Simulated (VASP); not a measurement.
# TbHgB4 (Pmmm) in VASP: single point with PBE

Aim: the single point of TbHgB4 with PBE.

Program: VASP 6.6.1. These are calculated values, not measurements. Logs are shortened: lines on timing, memory, paths and dates and some standing lists are left out, and cuts for length are marked.

**1. The cell of the first run**

The structure is orthorhombic, space group Pmmm (No. 47). The conventional cell has a = 3.260 Å, b = 4.009 Å, c = 5.408 Å, α = 90.00°, β = 90.00°, γ = 90.00°. Within 3.6 Å of Tb (site symmetry mmm) lie 12 B at 2.71 to 2.74 Å and 4 Hg at 3.16 Å and 2 Tb at 3.26 Å. Within 2.4 Å of B (site symmetry mm2) lie 3 B at 1.81 to 1.87 Å. Within 2.3 Å of B (site symmetry mm2) lie 3 B at 1.75 to 1.87 Å. Within 3.6 Å of Hg (site symmetry mmm) lie 12 B at 2.69 to 2.73 Å and 4 Tb at 3.16 Å and 2 Hg at 3.26 Å.

The cell was generated, and may not be a known phase.

**2. Single point, PBE**

INCAR

```
SYSTEM = TbHgB4
PREC     = Accurate       ! precision mode
ENCUT    = 500            ! plane-wave cutoff, eV
EDIFF    = 1E-6           ! SCF threshold, eV
ISMEAR   = 0              ! smearing method
SIGMA    = 0.1            ! smearing width, eV
LREAL    = .False.        ! projectors in reciprocal space
LASPH    = .True.         ! aspherical terms in the spheres
NELM     = 200            ! most SCF steps
ALGO     = Normal         ! electronic algorithm
ISIF     = 2              ! what is computed and relaxed
LWAVE    = .False.        ! write WAVECAR
LCHARG   = .True.         ! write CHGCAR
GGA      = PE             ! functional
LELF     = .True.         ! ELF
LVHAR    = .True.       
NBANDS   = 26             ! bands
GGA_COMPAT= .False.      
LMAXMIX  = 6              ! l up to which the mixer works
```

KPOINTS

```
Automatic mesh
0
Gamma
  10 8 6
  0 0 0
```

POSCAR

```
TbHgB4
1.0
    3.2596284401      0.0000000000      0.0000000000
    0.0000000000      4.0094224933      0.0000000000
    0.0000000000      0.0000000000      5.4079488362
Tb B Hg
1 4 1
Direct
    0.5000000000      0.0000000000      0.5000000000
    0.0000000000      0.5000000000      0.6675947228
    0.5000000000      0.5000000000      0.1616989844
    0.5000000000      0.5000000000      0.8383010156
    0.0000000000      0.5000000000      0.3324052772
    0.0000000000      0.0000000000      0.0000000000
```

Potentials or basis: VASP PAW PBE potentials, release 64 (Tb_3, B, Hg), 4f in core.

The run is started by

```console
$ cat potpaw_PBE.64/Tb_3/POTCAR potpaw_PBE.64/B/POTCAR potpaw_PBE.64/Hg/POTCAR > POTCAR
$ mpirun -np 1 vasp_std > vasp.out
```

OUTCAR:

```text
SYSTEM = TbHgB4
   PREC = Accurate
   ENCUT = 500
   EDIFF = 1E-6
   ISMEAR = 0
   LREAL = .False.
   LASPH = .True.
   NELM = 200
   ISIF = 2
   GGA = PE

 ion  position               nearest neighbor table
   1  0.500  0.000  0.500-   3 2.71   4 2.71   3 2.71   4 2.71   2 2.74   2 2.74   5 2.74   5 2.74
                             2 2.74   5 2.74   2 2.74   5 2.74   6 3.16   6 3.16   6 3.16   6 3.16
   2  0.000  0.500  0.668-   5 1.81   4 1.87   4 1.87   6 2.69   6 2.69   1 2.74   1 2.74   1 2.74
                             1 2.74
   3  0.500  0.500  0.162-   4 1.75   5 1.87   5 1.87   1 2.71   1 2.71   6 2.73   6 2.73   6 2.73
                             6 2.73
   4  0.500  0.500  0.838-   3 1.75   2 1.87   2 1.87   1 2.71   1 2.71   6 2.73   6 2.73   6 2.73
                             6 2.73
   5  0.000  0.500  0.332-   2 1.81   3 1.87   3 1.87   6 2.69   6 2.69   1 2.74   1 2.74   1 2.74
                             1 2.74
   6  0.000  0.000  0.000-   2 2.69   5 2.69   2 2.69   5 2.69   4 2.73   3 2.73   4 2.73   3 2.73
                             3 2.73   4 2.73   3 2.73   4 2.73   1 3.16   1 3.16   1 3.16   1 3.16

  LATTYP: Found a simple orthorhombic cell.
 ALAT       =     3.2596284401
 B/A-ratio  =     1.2300243930
 C/A-ratio  =     1.6590691042

  Lattice vectors:

 A1 = (   3.2596284401,   0.0000000000,   0.0000000000)
 A2 = (   0.0000000000,   4.0094224933,   0.0000000000)
 A3 = (   0.0000000000,   0.0000000000,   5.4079488362)

Analysis of symmetry for initial positions (statically):
=====================================================================
 Subroutine PRICEL returns:
 Original cell was already a primitive cell.

 Routine SETGRP: Setting up the symmetry group for a
 simple orthorhombic supercell.

 Subroutine GETGRP returns: Found  8 space group operations
 (whereof  8 operations were pure point group operations)
 out of a pool of  8 trial point group operations.

The static configuration has the point symmetry D_2h.

Analysis of symmetry for dynamics (positions and initial velocities):
=====================================================================
 Subroutine PRICEL returns:
 Original cell was already a primitive cell.

 Routine SETGRP: Setting up the symmetry group for a
 simple orthorhombic supercell.

 Subroutine GETGRP returns: Found  8 space group operations
 (whereof  8 operations were pure point group operations)
 out of a pool of  8 trial point group operations.

The dynamic configuration has the point symmetry D_2h.

 Subroutine INISYM returns: Found  8 space group operations
 (whereof  8 operations are pure point group operations),
 and found     1 'primitive' translations

----------------------------------------------------------------------------------------

                                     Primitive cell

  volume of cell :      70.6777

  direct lattice vectors                    reciprocal lattice vectors
     3.259628440  0.000000000  0.000000000     0.306783432  0.000000000  0.000000000
     0.000000000  4.009422493  0.000000000     0.000000000  0.249412478  0.000000000
     0.000000000  0.000000000  5.407948836     0.000000000  0.000000000  0.184912992

  length of vectors
     3.259628440  4.009422493  5.407948836     0.306783432  0.249412478  0.184912992

  position of ions in fractional coordinates (direct lattice)
     0.500000000  0.000000000  0.500000000
     0.000000000  0.500000000  0.667594723
     0.500000000  0.500000000  0.161698984
     0.500000000  0.500000000  0.838301016
     0.000000000  0.500000000  0.332405277
     0.000000000  0.000000000  0.000000000

  ion indices of the primitive-cell ions
   primitive index   ion index
                 1           1
                 2           2
                 3           3
                 4           4
                 5           5
                 6           6

----------------------------------------------------------------------------------------

 KPOINTS: Automatic mesh

Automatic generation of k-mesh.
 Grid dimensions read from file:
 generate k-points for:   10    8    6

 Generating k-lattice:

  Cartesian coordinates                     Fractional coordinates (reciprocal lattice)
     0.030678343  0.000000000  0.000000000     0.100000000  0.000000000  0.000000000
     0.000000000  0.031176560  0.000000000     0.000000000  0.125000000  0.000000000
     0.000000000  0.000000000  0.030818832     0.000000000  0.000000000  0.166666667

  Length of vectors
     0.030678343  0.031176560  0.030818832

  Shift w.r.t. Gamma in fractional coordinates (k-lattice)
     0.000000000  0.000000000  0.000000000

 Subroutine IBZKPT returns following result:
 ===========================================

 Found    120 irreducible k-points:

 Following reciprocal coordinates:
            Coordinates               Weight
  0.000000  0.000000  0.000000      1.000000
  0.100000  0.000000  0.000000      2.000000
  0.200000  0.000000  0.000000      2.000000
  0.300000  0.000000  0.000000      2.000000
  0.400000  0.000000  0.000000      2.000000
  0.500000  0.000000  0.000000      1.000000
[... 16 lines left out ...]
  0.400000  0.375000  0.000000      4.000000
  0.500000  0.375000  0.000000      2.000000
 [... further k-points ...]
   k-points           NKPTS =    120   k-points in BZ     NKDIM =    120   number of bands    NBANDS=     26
   number of dos      NEDOS =    301   number of ions     NIONS =      6
   total plane-waves  NPLWV =  28800
   dimension x,y,z NGX =    24 NGY =   30 NGZ =   40
   dimension x,y,z NGXF=    48 NGYF=   60 NGZF=   80
   ions per type =               1   4   1
   NGX,Y,Z   is equivalent  to a cutoff of  12.24, 12.44, 12.30 a.u.
   NGXF,Y,Z  is equivalent  to a cutoff of  24.48, 24.88, 24.59 a.u.
 SYSTEM =  TbHgB4
   PREC   = accura    normal or accurate (medium, high low for compatibility)
   ISTART =      0    job   : 0-new  1-cont  2-samecut
   ICHARG =      2    charge: 1-file 2-atom 10-const
   ISPIN  =      1    spin polarized calculation?
   LNONCOLLINEAR =      F non collinear calculations
   LSORBIT =      F    spin-orbit coupling
   LASPH  =      T    aspherical Exc in radial PAW
   ENCUT  =  500.0 eV  36.75 Ry    6.06 a.u.   5.94  7.31  9.86*2*pi/ulx,y,z
   NELM   =    200;   NELMIN=  2; NELMDL= -5     # of ELM steps
   EDIFF  = 0.1E-05   stopping-criterion for ELM
   LREAL  =      F    real-space projection
   EDIFFG = 0.1E-04   stopping-criterion for IOM
   NSW    =      0    number of steps for IOM
   IBRION =     -1    ionic relax: 0-MD 1-quasi-New 2-CG
   NFREE  =      0    steps in history (QN), initial steepest desc. (CG)
   ISIF   =      2    stress and relaxation
   ISYM   =      2    0-nonsym 1-usesym 2-fastsym
   POTIM  = 0.5000    time-step for ionic-motion
   TEBEG  =    0.0;   TEEND  =   0.0 temperature during run
   PSTRESS=    0.0 pullay stress
   NELECT =      33.0000    total number of electrons
   NUPDOWN=      -1.0000    fix difference up-down
   EMIN   =  10.00;   EMAX   =-10.00  energy-range for DOS
   EFERMI =   0.00;   METHOD = LEGACY
   ISMEAR =     0;   SIGMA  =   0.10  broadening in eV -4-tet -1-fermi 0-gaus
   EFERMI_NEDOS =   21; number of points for ismear=-14 and -15
   IALGO  =     38    algorithm
   IMIX   =      4    mixing-type and parameters
     AMIX     =   0.40;   BMIX     =  1.00
     AMIX_MAG =   1.60;   BMIX_MAG =  1.00
  volume/ion in A,a.u.               =      11.78        79.49
  Fermi-wavevector in a.u.,A,eV,Ry     =   1.270044  2.400034 21.946345  1.613011
  Thomas-Fermi vector in A             =   2.403052
   LORBIT       =      0    0 simple, 1 ext, 2 COOP (PROOUT), +10 PAW based schemes
   GGA     = PE    functional components
   LHFCALC =     F    Hartree Fock is set to
   AEXX    =    0.0000 exact exchange contribution
   IVDW    =     0    specifies the selected vdW correction
   LEPSILON=     F    determine dielectric tensor
   LRPA    =     F    only Hartree local field effects (RPA)
 non-spin polarized calculation
 Gauss-broadening in eV      SIGMA  =   0.10
  energy-cutoff  :      500.00
  volume of cell :       70.68
 maximum number of plane-waves:      1812
 NGX is ok and might be reduce to    24
   NGX = 11   NGY = 15   NGZ = 19

 number of electron      33.0000003 magnetization

 Free energy of the ion-electron system (eV)
  ---------------------------------------------------
  ext. energy  EPLUGINS =         0.00000000
  ---------------------------------------------------
  free energy    TOTEN  =       -31.08808725 eV

  energy without entropy =      -31.08219266  energy(sigma->0) =      -31.08513995

 E-fermi :   5.4359     XC(G=0): -11.8360

 val. band max:        5.4283113742   @ k =   0.0000   0.3750   0.1667
 cond. band min:       5.4497968716   @ k =   0.0000   0.3750   0.3333
 fundamental gap:      0.0214854974
 Fermi energy:         5.4359465627

 k-point     1 :       0.0000    0.0000    0.0000
  band No.  band energies     occupation
      1     -16.7077      2.00000
      2     -16.4753      2.00000
      3     -16.0764      2.00000
      4      -6.8540      2.00000
      5      -3.3970      2.00000
      6      -2.6501      2.00000
[... 18 lines left out ...]
     25      11.5691      0.00000
     26      11.5706      0.00000

 k-point     2 :       0.1000    0.0000    0.0000
  band No.  band energies     occupation
      1     -16.6966      2.00000
      2     -16.4622      2.00000
      3     -16.1773      2.00000
      4      -6.7136      2.00000
      5      -3.2692      2.00000
      6      -2.5841      2.00000
[... 18 lines left out ...]
     25      12.0768      0.00000
     26      12.5094      0.00000

 k-point     3 :       0.2000    0.0000    0.0000
  band No.  band energies     occupation
      1     -16.6673      2.00000
      2     -16.4315      2.00000
      3     -16.4277      2.00000
      4      -6.3074      2.00000
      5      -2.9365      2.00000
      6      -2.4278      2.00000
[... 18 lines left out ...]
     25      12.7638      0.00000
     26      13.5394      0.00000

 k-point     4 :       0.3000    0.0000    0.0000
  band No.  band energies     occupation
      1     -16.7282      2.00000
      2     -16.6308      2.00000
      3     -16.3844      2.00000
      4      -5.6700      2.00000
      5      -2.5721      2.00000
      6      -2.4959      2.00000
[... 18 lines left out ...]
     25      13.2928      0.00000
     26      14.3739      0.00000

 k-point     5 :       0.4000    0.0000    0.0000
  band No.  band energies     occupation
      1     -16.9559      2.00000
      2     -16.6010      2.00000
      3     -16.3491      2.00000
      4      -4.8448      2.00000
      5      -2.9137      2.00000
      6      -2.5955      2.00000
[... 18 lines left out ...]
     25      13.5312      0.00000
     26      14.5376      0.00000

 k-point     6 :       0.5000    0.0000    0.0000
  band No.  band energies     occupation
      1     -17.0403      2.00000
      2     -16.5896      2.00000
      3     -16.3354      2.00000
      4      -4.0225      2.00000
      5      -3.7142      2.00000
      6      -2.6324      2.00000
[... 427 lines left out ...]
 k-point    21 :       0.2000    0.3750    0.0000
  band No.  band energies     occupation
      1     -16.6387      2.00000
      2     -16.6314      2.00000
      3     -16.4050      2.00000
      4      -5.2403      2.00000
      5      -3.6104      2.00000
      6      -2.6634      2.00000
[... 18 lines left out ...]
     25      13.2808      0.00000
     26      13.3201      0.00000

 k-point    22 :       0.3000    0.3750    0.0000
  band No.  band energies     occupation
      1     -16.6961      2.00000
      2     -16.6033      2.00000
      3     -16.5746      2.00000
      4      -4.8991      2.00000
      5      -3.3023      2.00000
      6      -2.9970      2.00000
[... 18 lines left out ...]
     25      13.2587      0.00000
     26      14.1774      0.00000

 k-point    23 :       0.4000    0.3750    0.0000
  band No.  band energies     occupation
      1     -16.9191      2.00000
      2     -16.5743      2.00000
      3     -16.5291      2.00000
      4      -4.5124      2.00000
      5      -3.3843      2.00000
      6      -2.9900      2.00000
[... 18 lines left out ...]
     25      13.4468      0.00000
     26      14.5845      0.00000

 k-point    24 :       0.5000    0.3750    0.0000
  band No.  band energies     occupation
      1     -17.0020      2.00000
      2     -16.5632      2.00000
      3     -16.5114      2.00000
      4      -4.2648      2.00000
      5      -3.6308      2.00000
      6      -2.8431      2.00000
[... 18 lines left out ...]
     25      14.2743      0.00000
     26      14.4827      0.00000

 [... further k-points ...]
[... 5 lines left out ...]
  --------------------------------------------------------------------------------------
  -------------------------------------------------------------------------------------
  Total        0.2327563      0.3096239      0.2470499      0.0000000      0.0000000      0.0000000
  in kB        5.2763013      7.0187947      5.6003198      0.0000000      0.0000000      0.0000000
  external PRESSURE =       5.9651386 kB  Pullay stress =       0.0000000 kB

 VOLUME and BASIS-vectors are now :
 -----------------------------------------------------------------------------
  energy-cutoff  :      500.00
  volume of cell :       70.68
      direct lattice vectors                 reciprocal lattice vectors
     3.259628440  0.000000000  0.000000000     0.306783432  0.000000000  0.000000000
     0.000000000  4.009422493  0.000000000     0.000000000  0.249412478  0.000000000
     0.000000000  0.000000000  5.407948836     0.000000000  0.000000000  0.184912992

 POSITION                                       TOTAL-FORCE (eV/Angst)
 -----------------------------------------------------------------------------------
      1.62981      0.00000      2.70397         0.000000     -0.000000      0.000000
      0.00000      2.00471      3.61032         0.000000     -0.000000     -0.011257
      1.62981      2.00471      0.87446         0.000000     -0.000000      0.000087
      1.62981      2.00471      4.53349        -0.000000     -0.000000     -0.000087
      0.00000      2.00471      1.79763         0.000000      0.000000      0.011257
      0.00000      0.00000      0.00000         0.000000     -0.000000      0.000000
 -----------------------------------------------------------------------------------
    total drift:                                0.000000      0.000000      0.000000

  FREE ENERGIE OF THE ION-ELECTRON SYSTEM (eV)
  ---------------------------------------------------
  free  energy   TOTEN  =       -31.0880872451 eV

  energy  without entropy=      -31.0821926600  energy(sigma->0) =      -31.08513995
```

It took 73 s on 1 thread of Intel Xeon Platinum 8559C (Emerald Rapids), shared host; peak memory 0.33 GiB.

What came out:

- Free energy: -31.0881 eV
- Pressure: 0.6 GPa
- Largest force: 0.011 eV/Å
- Band gap on the k mesh: zero (an odd number of electrons rules out a gap without spin polarisation)

Forces in eV/Å, atoms in the order of the input:
```
Tb   0.000  0.000  0.000
B    0.000  0.000 -0.011
B    0.000  0.000  0.000
B    0.000  0.000  0.000
B    0.000  0.000  0.011
Hg   0.000  0.000  0.000
```

Levels at points of the mesh, in eV from the Fermi level:
```csv
k point,band 15,band 16,band 17,band 18,band 19,band 20
"(0.00, 0.00, 0.00)",-0.85,-0.62,0.01,1.90,2.05,3.79
"(0.50, 0.00, 0.00)",-2.97,0.23,0.82,1.23,1.65,2.18
"(0.00, 0.50, 0.00)",-1.80,0.09,0.16,2.18,3.98,4.28
"(0.50, 0.50, 0.00)",-3.33,-2.78,-2.51,2.21,3.10,4.18
"(0.00, 0.00, 0.50)",-1.32,-1.06,-0.49,-0.33,2.70,4.00
"(0.50, 0.00, 0.50)",-1.98,-0.21,1.23,1.24,2.02,2.60
"(0.00, 0.50, 0.50)",-2.09,-0.71,-0.43,2.70,3.43,3.71
"(0.50, 0.50, 0.50)",-2.33,-1.63,-1.06,0.92,3.91,4.52
```

Caveat: spin-orbit coupling is left out, which moves the levels of the heavy elements; the 4f electrons are frozen in the core, so they carry no moment and show no levels; an odd number of electrons without spin polarisation forces a metal; a magnetic or distorted state may lie lower. Spin polarisation is off, so any magnetic state and its effect on volume and gap are missing.

The gap in the log of VASP goes by the Fermi energy; the results here count the filled bands.